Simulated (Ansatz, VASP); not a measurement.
**One calculation of BP, two programs**

File INCAR:

```
SYSTEM = BP
PREC = Accurate
ENCUT = 520
EDIFF = 1E-7
ISMEAR = 0
SIGMA = 0.05
LREAL = .False.
LASPH = .True.
NELM = 60
ALGO = Normal
ISIF = 2
LWAVE = .False.
LCHARG = .False.
GGA = PE
NBANDS = 11
```

The input KPOINTS:

```
Automatic mesh
0
Gamma
  10 10 10
  0 0 0
```

Contents of POSCAR:

```
BP
1.0
    0.0000000000      2.2463100000      2.2690000000
    2.2690000000      0.0000000000      2.2690000000
    2.2690000000      2.2463100000      0.0000000000
B P
1 1
Direct
    0.0000000000      0.0000000000      0.0000000000
    0.7500000000      0.7500000000      0.7500000000
```

Input for Ansatz:

```yaml
crystal:
  lattice:
    - [0.0, 2.24631, 2.269]
    - [2.269, 0.0, 2.269]
    - [2.269, 2.24631, 0.0]
  atoms:
    - { symbol: B, position: [0.0, 0.0, 0.0] }
    - { symbol: P, position: [0.75, 0.75, 0.75] }
basis:
  ecutwfc: 420
kpoints:
  mp_grid: { grid: [10, 10, 10] }
hamiltonian:
  xc: pbe
scf:
  occupations: { method: gaussian, width: 0.05 }
output:
  forces: true
  stress: true
  eigenvalues: true
```

Change from the starting cell: strain -0.0100 x Voigt [0, 1, 0, 0, 0, 0], atoms carried along.

Alike in both runs: task single point; functional PBE; k mesh 10 × 10 × 10; occupations gaussian, width 0.05 eV; no spin polarisation.

```csv
,VASP,Ansatz
version,VASP 6.6.1,Ansatz 0.2.0
potentials or method,"VASP PAW PBE potentials, release 64 (B, P), cutoff 520 eV","scalar-relativistic, plane waves, PAW"
valence electrons in the cell,8,8
```

```tsv
	VASP	Ansatz	Ansatz less VASP
gap on the k mesh at the Fermi level (eV)	1.07	1.08	+0.004
least direct gap on the mesh (eV)	3.31	3.32	+0.004
pressure (GPa)	2.6	2.8	+0.24
traceless stress, the component that is largest in VASP (GPa)	1.79	1.78	-0.003
```

With one functional, cell and mesh, what is left measures potentials, basis and numerics.
